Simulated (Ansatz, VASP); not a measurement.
**OsC2: VASP beside Ansatz**

```
Os C
1.0
     2.51422    0.00000    0.00000
    -1.25711    2.17737    0.00000
     0.00000    0.00000    8.49557
Os C
1 2
Direct
  0.00000 0.00000 0.00000
  0.33333 0.66667 0.50000
  0.66667 0.33333 0.50000
```

Change from the starting cell: species swapped into the AgB2 type (P6/mmm, No. 191).

Alike in both runs: functional PBE; k mesh 6 × 6 × 6; occupations gaussian, width 0.1 eV; no spin polarisation.

Ansatz relaxed the structure, and its values are those at the end. VASP's run is a single point on that final structure, the one shown.

```csv
,VASP,Ansatz
version,VASP 6.6.1,Ansatz 0.2.0
potentials or method,"VASP PAW PBE potentials, release 64 (Os, C), cutoff 520 eV","scalar-relativistic, plane waves, PAW"
valence electrons in the cell,16,24
```

```csv
,VASP,Ansatz,Ansatz less VASP
gap on the k mesh at the Fermi level (eV),none,none,-
pressure (GPa),0.1,0.1,+0.02
```

A gap of «none» marks a metal or a gap that the smearing closes. With one functional, cell and mesh, what is left measures potentials, basis and numerics. VASP's potentials hold 16 valence electrons a cell and Ansatz's 24, so a difference there can come from the potentials and not from the codes.

The k mesh is coarse, so the values compare programs but aren't converged. Spin-orbit coupling is off throughout.
